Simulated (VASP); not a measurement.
A run of VASP 6.6.1 is set up as follows.

File INCAR:

```
SYSTEM = Ge
  PREC = Accurate
  ENCUT = 520
  EDIFF = 1E-7
  ISMEAR = 0
  SIGMA = 0.15
  LREAL = .False.
  LASPH = .True.
  NELM = 100
  ALGO = Normal
  ISIF = 2
  LWAVE = .False.
  LCHARG = .True.
  GGA = PE
  LELF = .True.
  LVHAR = .True.
  NBANDS = 21
```

Contents of KPOINTS:

```
Automatic mesh
0
Gamma
  14 14 14
  0 0 0
```

Contents of POSCAR:

```
Ge
1.0
    0.0000000000      2.8994892500      2.9702085000
    2.8994892500      0.0000000000      2.9702085000
    2.8994892500      2.8994892500      0.0000000000
Ge
2
Direct
    0.5000000000      0.5000000000      0.5000000000
    0.7500000000      0.7500000000      0.7500000000
```

Potentials or basis: VASP PAW PBE potentials, release 64 (Ge_d).

The run is started by

```bash
$ cat potpaw_PBE.64/Ge_d/POTCAR > POTCAR
$ mpirun -np 1 vasp_std > vasp.out
```

**Question.** Estimate the band gap on the k mesh.

**Answer.** Zero (band 14 reaches 4.14 eV, above the bottom of band 15 at 3.98 eV).

**Question.** Predict the pressure.

**Answer.** -2.4 GPa.

Stress tensor (GPa, compression positive):
```
-1.85  0.00  0.00
 0.00 -1.85  0.00
 0.00  0.00 -3.42
```

Caveat: the cell differs from its parent crystal (strain +0.025 along x and y, +0.050 along z).
